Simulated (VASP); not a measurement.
HfO2, 6 atoms in the cell. It takes space group P4_2/nmc (No. 137, tetragonal). Conventional cell: a = 3.567 Å, b = 3.567 Å, c = 5.176 Å, α = 90.00°, β = 90.00°, γ = 90.00°. Within 2.7 Å of Hf (site symmetry -4m2) lie 8 O at 2.06 to 2.37 Å. Within 2.7 Å of O (site symmetry 2mm) lie 4 Hf at 2.06 to 2.37 Å and 6 O at 2.58 to 2.59 Å. 

* Program: VASP 6.6.1
* Task: single point
* Functional: PBEsol
* Potentials or basis: VASP PAW PBE potentials, release 64 (Hf_pv, O)
* Cutoff: 520 eV
* k mesh: 3 × 3 × 2
* Occupations: gaussian, width 0.01 eV
* Spin: no spin polarisation
* Dipole correction: no
* Further INCAR settings: ALGO = Normal; EDIFF = 1e-07; NBANDS = 31

Potentials or basis: VASP PAW PBE potentials, release 64 (Hf_pv, O).

Run with:

```sh
$ cat potpaw_PBE.64/Hf_pv/POTCAR potpaw_PBE.64/O/POTCAR > POTCAR
$ mpirun -np 1 vasp_std > vasp.out
```

Hardware: 1 thread of AMD EPYC 7R13 (shared host).

Estimate the wall time of this run.

Run time: 34 s on 1 thread of AMD EPYC 7R13 (shared host), peak memory 0.14 GiB. Counts: scf iterations 14, k points 6.
